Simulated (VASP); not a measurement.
The system is BaS.

```
Ba S
1.0
     0.00000    3.21180    3.21180
     3.21180    0.00000    3.21180
     3.21180    3.21180    0.00000
Ba S
1 1
Direct
  0.00000 0.00000 0.00000
  0.50000 0.50000 0.50000
```

Base run:

| Property | Result |
| --- | --- |
| Program | VASP 6.6.1 |
| Functional | PBEsol |
| Potentials or basis | VASP PAW PBE potentials, release 64 (Ba_sv, S) |
| Cutoff | 520 eV |
| k mesh | 6 × 6 × 6 |
| Occupations | gaussian, width 0.01 eV |
| Spin | no spin polarisation |

Its results: band gap on the k mesh 2.01 eV, indirect (least direct gap 2.16 eV); pressure -1.2 GPa.

After a change of settings the same cell gave: band gap on the k mesh 2.13 eV, indirect (least direct gap 2.28 eV); pressure 0.7 GPa. Which change was it?
A. functional from PBEsol to PBE; further incar settings from ALGO = Normal; EDIFF = 1e-06; NBANDS = 15 to ALGO = Normal; EDIFF = 1e-07; NBANDS = 15
B. functional from PBEsol to LDA; potentials or basis from VASP PAW PBE potentials, release 64 (Ba_sv, S) to VASP PAW LDA potentials, release 64 (Ba_sv, S)
C. functional from PBEsol to r2SCAN

A.

Caveats: spin-orbit coupling is left out, which moves the levels of the heavy elements; the PAW data sets were made with another functional, which shifts forces and pressure a little (some runs).
